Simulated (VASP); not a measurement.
# Ag (P6_3/mmc) in VASP: further runs

Aim: see how the results for Ag move with the level of theory and the settings. Levels: PBE, PBE+U. Tasks: single point.

Everything below comes from runs of VASP 6.6.1. Logs are shortened: lines on timing, memory, paths and dates and some standing lists are left out, and cuts for length are marked.

## (1) The cell of the first run

It takes space group P6_3/mmc (No. 194, hexagonal). The conventional cell has a = 2.922 Å, b = 2.922 Å, c = 4.702 Å, α = 90.00°, β = 90.00°, γ = 120.00°. Within 3.8 Å of Ag (site symmetry -6m2) lie 12 Ag at 2.89 to 2.92 Å.

## (2) Single point, PBE

Contents of INCAR:

```
SYSTEM = Ag
ALGO = Fast ; EDIFF = 1E-7
ENCUT = 520 ; GGA = PE
ISIF = 2 ; ISMEAR = 0
LASPH = .TRUE. ; LCHARG = .FALSE.
LREAL = .FALSE. ; LWAVE = .FALSE.
NBANDS = 18 ; NELM = 100
PREC = Accurate ; SIGMA = 0.1
```

Contents of KPOINTS:

```
k-points
0
G
  2 2 1
  0 0 0
```

Contents of POSCAR:

```
Ag
1.0
    2.9222991408      0.0000000000      0.0000000000
   -1.4611495704      2.5307852934      0.0000000000
    0.0000000000      0.0000000000      4.7016618100
Ag
2
Direct
    0.3333333333      0.6666666667      0.2500000000
    0.6666666667      0.3333333333      0.7500000000
```

Potentials or basis: VASP PAW PBE potentials, release 64 (Ag).

Run with:

```bash
$ cat potpaw_PBE.64/Ag/POTCAR > POTCAR
$ mpirun -np 1 vasp_std > vasp.out
```

OUTCAR:

```text
SYSTEM = Ag
   EDIFF = 1E-7
   ENCUT = 520
   GGA = PE
   ISIF = 2
   ISMEAR = 0
   LASPH = .TRUE.
   LREAL = .FALSE.
   NELM = 100
   PREC = Accurate

 ion  position               nearest neighbor table
   1  0.333  0.667  0.250-   2 2.89   2 2.89   2 2.89   2 2.89   2 2.89   2 2.89
   2  0.667  0.333  0.750-   1 2.89   1 2.89   1 2.89   1 2.89   1 2.89   1 2.89

  LATTYP: Found a hexagonal cell.
 ALAT       =     2.9222991408
 C/A-ratio  =     1.6088913501

  Lattice vectors:

 A1 = (   2.9222991408,   0.0000000000,   0.0000000000)
 A2 = (  -1.4611495704,   2.5307852934,   0.0000000000)
 A3 = (   0.0000000000,   0.0000000000,   4.7016618100)

Analysis of symmetry for initial positions (statically):
=====================================================================
 Subroutine PRICEL returns:
 Original cell was already a primitive cell.

 Routine SETGRP: Setting up the symmetry group for a
 hexagonal supercell.

 Subroutine GETGRP returns: Found 24 space group operations
 (whereof 12 operations were pure point group operations)
 out of a pool of 24 trial point group operations.

The static configuration has the point symmetry D_3d.
 The point group associated with its full space group is D_6h.

Analysis of symmetry for dynamics (positions and initial velocities):
=====================================================================
 Subroutine PRICEL returns:
 Original cell was already a primitive cell.

 Routine SETGRP: Setting up the symmetry group for a
 hexagonal supercell.

 Subroutine GETGRP returns: Found 24 space group operations
 (whereof 12 operations were pure point group operations)
 out of a pool of 24 trial point group operations.

The dynamic configuration has the point symmetry D_3d.
 The point group associated with its full space group is D_6h.

 Subroutine INISYM returns: Found 24 space group operations
 (whereof 12 operations are pure point group operations),
 and found     1 'primitive' translations

----------------------------------------------------------------------------------------

                                     Primitive cell

  volume of cell :      34.7721

  direct lattice vectors                    reciprocal lattice vectors
     2.922299141  0.000000000  0.000000000     0.342196316  0.197567135  0.000000000
    -1.461149570  2.530785293  0.000000000     0.000000000  0.395134270  0.000000000
     0.000000000  0.000000000  4.701661810     0.000000000  0.000000000  0.212690755
[... 65 lines left out ...]
   IBRION =     -1    ionic relax: 0-MD 1-quasi-New 2-CG
   NFREE  =      0    steps in history (QN), initial steepest desc. (CG)
   ISIF   =      2    stress and relaxation
   ISYM   =      2    0-nonsym 1-usesym 2-fastsym
   POTIM  = 0.5000    time-step for ionic-motion
   TEBEG  =    0.0;   TEEND  =   0.0 temperature during run
   PSTRESS=    0.0 pullay stress
   NELECT =      22.0000    total number of electrons
   NUPDOWN=      -1.0000    fix difference up-down
   EMIN   =  10.00;   EMAX   =-10.00  energy-range for DOS
   EFERMI =   0.00;   METHOD = LEGACY
   ISMEAR =     0;   SIGMA  =   0.10  broadening in eV -4-tet -1-fermi 0-gaus
   EFERMI_NEDOS =   21; number of points for ismear=-14 and -15
   IALGO  =     68    algorithm
   IMIX   =      4    mixing-type and parameters
     AMIX     =   0.40;   BMIX     =  1.00
     AMIX_MAG =   1.60;   BMIX_MAG =  1.00
  volume/ion in A,a.u.               =      17.39       117.33
  Fermi-wavevector in a.u.,A,eV,Ry     =   1.405417  2.655853 26.874194  1.975198
  Thomas-Fermi vector in A             =   2.527880
   LORBIT       =      0    0 simple, 1 ext, 2 COOP (PROOUT), +10 PAW based schemes
   GGA     = PE    functional components
   LHFCALC =     F    Hartree Fock is set to
   AEXX    =    0.0000 exact exchange contribution
   IVDW    =     0    specifies the selected vdW correction
   LEPSILON=     F    determine dielectric tensor
   LRPA    =     F    only Hartree local field effects (RPA)
 non-spin polarized calculation
 RMM-DIIS sequential band-by-band and
 Gauss-broadening in eV      SIGMA  =   0.10
  energy-cutoff  :      520.00
  volume of cell :       34.77
 maximum number of plane-waves:       941
 NGX is ok and might be reduce to    24
   NGX = 11   NGY = 11   NGZ = 17

 number of electron      22.0000011 magnetization

 Free energy of the ion-electron system (eV)
  ---------------------------------------------------
  ext. energy  EPLUGINS =         0.00000000
  ---------------------------------------------------
  free energy    TOTEN  =        -2.91746809 eV

  energy without entropy =       -2.87889058  energy(sigma->0) =       -2.89817934

 E-fermi :   8.1977     XC(G=0): -12.1247

 val. band max:        8.1672824964   @ k =   0.5000   0.0000   0.0000
 cond. band min:       9.5340354601   @ k =   0.5000   0.0000   0.0000
 fundamental gap:      1.3667529637
 Fermi energy:         8.1977456973

 k-point     1 :       0.0000    0.0000    0.0000
  band No.  band energies     occupation
      1       0.5152      2.00000
      2       1.7933      2.00000
      3       3.3914      2.00000
      4       3.4183      2.00000
      5       3.4183      2.00000
      6       3.6583      2.00000
[... 10 lines left out ...]
     17      25.9744      0.00000
     18      25.9744      0.00000

 k-point     2 :       0.5000    0.0000    0.0000
  band No.  band energies     occupation
      1       1.8643      2.00000
      2       2.2184      2.00000
      3       2.2496      2.00000
      4       3.3188      2.00000
      5       3.7267      2.00000
      6       3.8801      2.00000
[... 10 lines left out ...]
     17      18.5418      0.00000
     18      23.8936      0.00000

------------------------ aborting loop because EDIFF is reached ----------------------------------------

  FORCE on cell =-STRESS in cart. coord.  units (eV):
  Direction    XX          YY          ZZ          XY          YZ          ZX
  --------------------------------------------------------------------------------------
  -------------------------------------------------------------------------------------
  Total        2.7231141      2.7231141      0.8354456      0.0000000     -0.0000000     -0.0000000
  in kB      125.4714930    125.4714930     38.4943860      0.0000000     -0.0000000     -0.0000000
  external PRESSURE =      96.4791240 kB  Pullay stress =       0.0000000 kB

 VOLUME and BASIS-vectors are now :
 -----------------------------------------------------------------------------
  energy-cutoff  :      520.00
  volume of cell :       34.77
      direct lattice vectors                 reciprocal lattice vectors
     2.922299141  0.000000000  0.000000000     0.342196316  0.197567135  0.000000000
    -1.461149570  2.530785293  0.000000000     0.000000000  0.395134270  0.000000000
     0.000000000  0.000000000  4.701661810     0.000000000  0.000000000  0.212690755

 POSITION                                       TOTAL-FORCE (eV/Angst)
 -----------------------------------------------------------------------------------
     -0.00000      1.68719      1.17542        -0.000000      0.000000      0.000000
      1.46115      0.84360      3.52625         0.000000     -0.000000      0.000000
 -----------------------------------------------------------------------------------
    total drift:                               -0.000000      0.000000     -0.000000

  FREE ENERGIE OF THE ION-ELECTRON SYSTEM (eV)
  ---------------------------------------------------
  free  energy   TOTEN  =        -2.9174680914 eV

  energy  without entropy=       -2.8788905800  energy(sigma->0) =       -2.89817934
```

stdout:

```text
POSCAR found type information on POSCAR Ag
 POSCAR found :  1 types and       2 ions
 scaLAPACK will be used
 LDA part: xc-table for (Slater+PW92), standard interpolation
 POSCAR, INCAR and KPOINTS ok, starting setup
 FFT: planning ... GRIDC
 FFT: planning ... GRID_SOFT
 FFT: planning ... GRID
 WAVECAR not read
 entering main loop
```

Wall time 3 s (1 thread of Intel Xeon Platinum 8488C (Sapphire Rapids), shared host); peak memory 0.14 GiB.

What came out:

* Free energy: -2.9175 eV
* Pressure: 9.6 GPa
* Band gap on the k mesh: zero (band 11 reaches 8.17 eV, above the bottom of band 12 at 7.93 eV)

Stress tensor (GPa, compression positive):
```
12.55  0.00  0.00
 0.00 12.55  0.00
 0.00  0.00  3.85
```

Levels at points of the mesh, in eV from the Fermi level:
| k point | band 7 | band 8 | band 9 | band 10 | band 11 | band 12 | band 13 | band 14 | band 15 | band 16 |
| --- | --- | --- | --- | --- | --- | --- | --- | --- | --- | --- |
| (0.00, 0.00, 0.00) | -4.54 | -4.22 | -4.22 | -3.19 | -3.19 | -0.26 | 3.62 | 15.39 | 17.65 | 17.71 |
| (0.50, 0.00, 0.00) | -3.90 | -3.15 | -3.00 | -2.99 | -0.03 | 1.34 | 6.82 | 7.10 | 9.24 | 10.30 |

Caveat: the k points lie up to 1.34 Å⁻¹ apart.

## (3) Single point, PBE

Contents of INCAR:

```
PREC     = Accurate       # precision mode
ENCUT    = 520            # plane-wave cutoff, eV
EDIFF    = 1E-6           # SCF threshold, eV
ISMEAR   = 0              # smearing method
SIGMA    = 0.1            # smearing width, eV
LREAL    = False          # projectors in reciprocal space
LASPH    = True           # aspherical terms in the spheres
NELM     = 60             # most SCF steps
ALGO     = Normal         # electronic algorithm
ISIF     = 2              # what is computed and relaxed
LWAVE    = False          # write WAVECAR
LCHARG   = False          # write CHGCAR
GGA      = PE             # functional
NBANDS   = 18             # bands
```

Contents of KPOINTS:

```
Automatic mesh
0
Gamma
  3 3 1
```

POSCAR is that of step 2.

Potentials or basis: VASP PAW PBE potentials, release 64 (Ag).

Run with:

```bash
$ cat potpaw_PBE.64/Ag/POTCAR > POTCAR
$ mpirun -np 1 vasp_std > vasp.out
```

Run time: 3.1 s. Hardware: 1 thread of Intel Xeon Platinum 8488C (Sapphire Rapids), shared host; peak memory 0.14 GiB.

It converged, with:

```
Free energy            : -5.5395 eV
Pressure               : 1.4 GPa
Band gap on the k mesh : zero (band 11 reaches 11.14 eV, above the bottom of band 12 at 7.90 eV)
```

Stress tensor (GPa, compression positive):
```
 3.34  0.00  0.00
 0.00  3.34  0.00
 0.00  0.00 -2.45
```

Levels at points of the mesh, in eV from the Fermi level:
| k point | band 7 | band 8 | band 9 | band 10 | band 11 | band 12 | band 13 | band 14 | band 15 | band 16 |
| --- | --- | --- | --- | --- | --- | --- | --- | --- | --- | --- |
| (0.00, 0.00, 0.00) | -7.30 | -7.07 | -7.07 | -6.03 | -6.03 | -3.18 | 0.76 | 12.59 | 14.84 | 14.85 |

Caveat: the k points lie up to 1.34 Å⁻¹ apart.

## (4) Single point, PBE+U

This run uses another cell than the first one, of 18.95 Å³/atom, 1.090 times its volume.

Contents of INCAR:

```
ALGO = Normal
EDIFF = 1E-6
ENCUT = 520
GGA = PE
ISIF = 2
ISMEAR = 0
LASPH = True
LCHARG = False
LDAU = True
LDAUJ = 0
LDAUL = 2
LDAUPRINT = 1
LDAUTYPE = 2
LDAUU = 7.4
LMAXMIX = 4
LREAL = False
LWAVE = False
NBANDS = 18
NELM = 150
PREC = Accurate
SIGMA = 0.1
```

Contents of KPOINTS:

```
k-points
0
Gamma
  2 2 1
```

Contents of POSCAR:

```
Ag
1.0
    3.0074621458      0.0000000000      0.0000000000
   -1.5037310729      2.6045386192      0.0000000000
    0.0000000000      0.0000000000      4.8386798321
Ag
2
Direct
    0.3333333333      0.6666666667      0.2500000000
    0.6666666667      0.3333333333      0.7500000000
```

Potentials or basis: VASP PAW PBE potentials, release 64 (Ag).

Run with:

```bash
$ cat potpaw_PBE.64/Ag/POTCAR > POTCAR
$ mpirun -np 1 vasp_std > vasp.out
```

OUTCAR:

```text
EDIFF = 1E-6
   ENCUT = 520
   GGA = PE
   ISIF = 2
   ISMEAR = 0
   LASPH = True
   LREAL = False
   NELM = 150
   PREC = Accurate

 ion  position               nearest neighbor table
   1  0.333  0.667  0.250-   2 2.98   2 2.98   2 2.98   2 2.98   2 2.98   2 2.98
   2  0.667  0.333  0.750-   1 2.98   1 2.98   1 2.98   1 2.98   1 2.98   1 2.98

  LATTYP: Found a hexagonal cell.
 ALAT       =     3.0074621458
 C/A-ratio  =     1.6088913501

  Lattice vectors:

 A1 = (   3.0074621458,   0.0000000000,   0.0000000000)
 A2 = (  -1.5037310729,   2.6045386192,   0.0000000000)
 A3 = (   0.0000000000,   0.0000000000,   4.8386798321)

Analysis of symmetry for initial positions (statically):
=====================================================================
 Subroutine PRICEL returns:
 Original cell was already a primitive cell.

 Routine SETGRP: Setting up the symmetry group for a
 hexagonal supercell.

 Subroutine GETGRP returns: Found 24 space group operations
 (whereof 12 operations were pure point group operations)
 out of a pool of 24 trial point group operations.

The static configuration has the point symmetry D_3d.
 The point group associated with its full space group is D_6h.

Analysis of symmetry for dynamics (positions and initial velocities):
=====================================================================
 Subroutine PRICEL returns:
 Original cell was already a primitive cell.

 Routine SETGRP: Setting up the symmetry group for a
 hexagonal supercell.

 Subroutine GETGRP returns: Found 24 space group operations
 (whereof 12 operations were pure point group operations)
 out of a pool of 24 trial point group operations.

[... 181 lines left out ...]
  o =  0.9577  v =  0.0000  0.0000  0.0000  0.0000  0.0000  0.0000  0.0000  0.0000 -0.0000  1.0000      0.0000  0.0000  0.0000  0.0000  0.0000  0.0000  0.0000  0.0000  0.0000  0.0000
  o =  0.9599  v =  0.0000 -0.0000 -0.0000  1.0000 -0.0000  0.0000  0.0000  0.0000  0.0000  0.0000      0.0000  0.0000  0.0000  0.0000  0.0000  0.0000  0.0000  0.0000  0.0000  0.0000
  o =  0.9599  v =  0.0000  0.0000  0.0000  0.0000  0.0000  0.0000 -0.0000 -0.0000  1.0000 -0.0000      0.0000  0.0000  0.0000  0.0000  0.0000  0.0000  0.0000  0.0000  0.0000  0.0000
  o =  0.9599  v =  0.0000  0.0000  0.0000  0.0000  0.0000  0.0000 -1.0000  0.0000 -0.0000  0.0000      0.0000  0.0000  0.0000  0.0000  0.0000  0.0000  0.0000  0.0000  0.0000  0.0000
  o =  0.9599  v =  0.0000 -1.0000  0.0000 -0.0000  0.0000  0.0000  0.0000  0.0000  0.0000  0.0000      0.0000  0.0000  0.0000  0.0000  0.0000  0.0000  0.0000  0.0000  0.0000  0.0000

 number of electron      21.9999985 magnetization

 Free energy of the ion-electron system (eV)
  ---------------------------------------------------
  ext. energy  EPLUGINS =         0.00000000
  ---------------------------------------------------
  free energy    TOTEN  =         1.35394463 eV

  energy without entropy =        1.36734012  energy(sigma->0) =        1.36064237

 E-fermi :   6.9966     XC(G=0): -11.4472

 val. band max:        6.8649239847   @ k =   0.5000  -0.0000   0.0000
 cond. band min:       7.0897504385   @ k =   0.0000   0.0000   0.0000
 fundamental gap:      0.2248264537
 Fermi energy:         6.9966009809

 k-point     1 :       0.0000    0.0000    0.0000
  band No.  band energies     occupation
      1      -1.0218      2.00000
      2      -0.1426      2.00000
      3      -0.0837      2.00000
      4      -0.0837      2.00000
      5       0.0971      2.00000
      6       0.0971      2.00000
[... 10 lines left out ...]
     17      24.1171      0.00000
     18      24.5328      0.00000

 k-point     2 :       0.5000   -0.0000    0.0000
  band No.  band energies     occupation
      1      -1.2700      2.00000
      2      -1.0037      2.00000
      3      -0.6954      2.00000
      4      -0.2927      2.00000
      5       0.1794      2.00000
      6       0.3607      2.00000
[... 10 lines left out ...]
     17      17.1354      0.00000
     18      21.4049      0.00000

------------------------ aborting loop because EDIFF is reached ----------------------------------------

  FORCE on cell =-STRESS in cart. coord.  units (eV):
  Direction    XX          YY          ZZ          XY          YZ          ZX
  --------------------------------------------------------------------------------------
  -------------------------------------------------------------------------------------
  Total        3.0054114      3.0054114     -4.7845040      0.0000000     -0.0000000      0.0000000
  in kB      127.0447281    127.0447281   -202.2505220      0.0000000     -0.0000000      0.0000000
  external PRESSURE =      17.2796447 kB  Pullay stress =       0.0000000 kB

 VOLUME and BASIS-vectors are now :
 -----------------------------------------------------------------------------
  energy-cutoff  :      520.00
  volume of cell :       37.90
      direct lattice vectors                 reciprocal lattice vectors
     3.007462146  0.000000000  0.000000000     0.332506263  0.191972581  0.000000000
    -1.503731073  2.604538619  0.000000000     0.000000000  0.383945161  0.000000000
     0.000000000  0.000000000  4.838679832     0.000000000  0.000000000  0.206667941

 POSITION                                       TOTAL-FORCE (eV/Angst)
 -----------------------------------------------------------------------------------
     -0.00000      1.73636      1.20967         0.000000     -0.000000      0.000000
      1.50373      0.86818      3.62901        -0.000000      0.000000      0.000000
 -----------------------------------------------------------------------------------
    total drift:                               -0.000000      0.000000     -0.000000

  FREE ENERGIE OF THE ION-ELECTRON SYSTEM (eV)
  ---------------------------------------------------
  free  energy   TOTEN  =         1.3539446251 eV

  energy  without entropy=        1.3673401181  energy(sigma->0) =        1.36064237
```

OSZICAR:

```text
N       E                     dE             d eps       ncg     rms          rms(c)
DAV:   1     0.124942534851E+03    0.12494E+03   -0.11394E+04    72   0.117E+03
DAV:   2     0.310568004701E+01   -0.12184E+03   -0.11825E+03    72   0.252E+02
DAV:   3     0.126550091119E+01   -0.18402E+01   -0.18365E+01    92   0.371E+01
DAV:   4     0.126003225562E+01   -0.54687E-02   -0.54685E-02    84   0.200E+00
DAV:   5     0.125998556556E+01   -0.46690E-04   -0.46690E-04    96   0.188E-01    0.632E+00
DAV:   6     0.136325476956E+01    0.10327E+00   -0.27624E-01    76   0.508E+00    0.349E+00
DAV:   7     0.135648432593E+01   -0.67704E-02   -0.17513E-02    84   0.120E+00    0.129E+00
DAV:   8     0.135405087997E+01   -0.24334E-02   -0.52624E-03    88   0.727E-01    0.922E-02
DAV:   9     0.135399151716E+01   -0.59363E-04   -0.34725E-05    96   0.458E-02    0.393E-02
DAV:  10     0.135394467420E+01   -0.46843E-04   -0.47956E-05    76   0.714E-02    0.326E-03
DAV:  11     0.135394462514E+01   -0.49062E-07   -0.28659E-07    72   0.497E-03
   1 F= 0.13539446E+01 E0= 0.13606424E+01  d E =-.133955E-01
```

stdout:

```text
POSCAR found type information on POSCAR Ag
 POSCAR found :  1 types and       2 ions
 scaLAPACK will be used
 LDA part: xc-table for (Slater+PW92), standard interpolation
 POSCAR, INCAR and KPOINTS ok, starting setup
 FFT: planning ... GRIDC
 FFT: planning ... GRID_SOFT
 FFT: planning ... GRID
 WAVECAR not read
 entering main loop
```

Run time: 2.7 s. Hardware: 1 thread of Intel Xeon Platinum 8488C (Sapphire Rapids), shared host; peak memory 0.14 GiB.

The run converged, but its numbers aren't listed here, since they failed a check.

Caveat: the k points lie up to 1.30 Å⁻¹ apart; the mesh shows a gap though the element is a metal; the U is typed as a test and isn't derived for this compound.

[end of part 1 of 2]
